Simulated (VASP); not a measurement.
Here is a VASP 6.6.1 calculation.

File POSCAR:

```
Ru
1.0
    2.6599301216      0.0000000000      0.0000000000
   -1.3299650608      2.3035675122      0.0000000000
    0.0000000000      0.0000000000      4.2093114007
Ru
2
Direct
    0.3333333333      0.6666666667      0.2500000000
    0.6666666667      0.3333333333      0.7500000000
```

INCAR.step1

```
PREC = Accurate
ENCUT = 660
ISMEAR = -1
SIGMA = 0.1
LREAL = False
LASPH = True
NELM = 120
NBANDS = 23
GGA = PE
ALGO = Normal
EDIFF = 1E-5
LWAVE = True
LCHARG = False
GGA_COMPAT = False
```

INCAR.step2

```
PREC = Accurate
ENCUT = 660
EDIFF = 1E-6
ISMEAR = -1
SIGMA = 0.1
LREAL = False
LASPH = True
NELM = 120
ALGO = Normal
ISIF = 2
LWAVE = False
LCHARG = False
METAGGA = R2SCAN
LMIXTAU = True
NBANDS = 23
ISTART = 1
GGA_COMPAT = False
```

File KPOINTS:

```
Automatic mesh
0
Gamma
  12 12 7
```

Potentials or basis: VASP PAW PBE potentials, release 64 (Ru_sv).

Command:

```sh
$ cat potpaw_PBE.64/Ru_sv/POTCAR > POTCAR
$ cp INCAR.step1 INCAR
$ mpirun -np 1 vasp_std > vasp.out
$ cp INCAR.step2 INCAR
$ mpirun -np 1 vasp_std > vasp.out
```

**Question.** What does it give for the band gap on the k mesh?

**Answer.** Zero (band 16 reaches 17.74 eV, above the bottom of band 17 at 14.38 eV).

**Question.** Estimate the pressure.

**Answer.** 17.3 GPa.

Stress tensor (GPa, compression positive):
```
17.09  0.00  0.00
 0.00 17.09  0.00
 0.00  0.00 17.61
```

Caveat: the PAW data sets were made with another functional, which shifts forces and pressure a little.
